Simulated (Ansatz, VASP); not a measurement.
## SiO2: VASP beside Ansatz

```
Si O
1.0
     4.14675    0.00000    0.00000
     0.00000    4.14675    0.00000
     0.00000    0.00000    2.63851
Si O
2 4
Direct
  0.00000 0.00000 0.00000
  0.50000 0.50000 0.50000
  0.80684 0.19316 0.50000
  0.30684 0.30684 0.00000
  0.19316 0.80684 0.50000
  0.69316 0.69316 0.00000
```

Change from the starting cell: volume scaled by 0.94.

Alike in both runs: task single point; functional PBEsol; k mesh 6 × 6 × 10; occupations fermi-dirac, width 0.05 eV; no spin polarisation.

|  | VASP | Ansatz |
| --- | --- | --- |
| version | VASP 6.6.1 | Ansatz 0.2.0 |
| potentials or method | VASP PAW PBE potentials, release 64 (Si, O), cutoff 520 eV | all-electron LAPW, scalar-relativistic |

VASP gave:

* gap on the k mesh at the Fermi level (eV): 6.09
* least direct gap on the mesh (eV): 6.09
* pressure (GPa): 14.6
* traceless stress, the component that is largest in VASP (GPa): 3.51
* rms of the force components (eV/Å): 0.215

Q: Estimate Ansatz's values.

A: gap on the k mesh at the Fermi level (eV): 6.09; least direct gap on the mesh (eV): 6.09; pressure (GPa): 13.6; traceless stress, the component that is largest in VASP (GPa): 2.77; rms of the force components (eV/Å): 0.191.

VASP's potentials were made for PBE, not for PBEsol. Atom by atom the forces differ by 0.024 eV/Å (rms over components). Ansatz ran all-electron here, and VASP with PAW potentials.
